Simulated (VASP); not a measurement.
A run of VASP 6.6.1:

INCAR

```
PREC     = Accurate       # precision mode
ENCUT    = 520            # plane-wave cutoff, eV
EDIFF    = 1E-7           # SCF threshold, eV
ISMEAR   = -1             # smearing method
SIGMA    = 0.05           # smearing width, eV
LREAL    = F              # projectors in reciprocal space
LASPH    = T              # aspherical terms in the spheres
NELM     = 150            # most SCF steps
ALGO     = Normal         # electronic algorithm
ISIF     = 2              # what is computed and relaxed
LWAVE    = F              # write WAVECAR
LCHARG   = F              # write CHGCAR
ISPIN    = 2              # spin polarisation
MAGMOM   = 4 4 0 0 0 0    # initial moments
LORBIT   = 11             # projections on sites
LMAXMIX  = 4              # l up to which the mixer works
GGA      = PS             # functional
NBANDS   = 38             # bands
```

File KPOINTS:

```
regular mesh
0
Gamma
  11 11 3
```

Contents of POSCAR:

```
MnO2
1.0
    2.8398596422      0.0000000000      0.0000000000
   -1.4199298211      2.4593905933      0.0000000000
    0.0000000000      0.0000000000     11.1425539909
Mn O
2 4
Direct
    0.0000000000      0.0000000000      0.5000000000
    0.0000000000      0.0000000000      0.0000000000
    0.6666666667      0.3333333333      0.4147376065
    0.6666666667      0.3333333333      0.0852623935
    0.3333333333      0.6666666667      0.5852623935
    0.3333333333      0.6666666667      0.9147376065
```

Potentials or basis: VASP PAW PBE potentials, release 64 (Mn_pv, O).

Command:

```sh
$ cat potpaw_PBE.64/Mn_pv/POTCAR potpaw_PBE.64/O/POTCAR > POTCAR
$ mpirun -np 1 vasp_std > vasp.out
```

Hardware: 1 thread of Oxide Virtual Turin-like Processor, on a shared host.

Task: How long does it take, and how much memory?

Result: Wall time 7.3 min on 1 thread of Oxide Virtual Turin-like Processor (shared host), peak memory 0.28 GiB. Counts: scf iterations 19, k points 32.
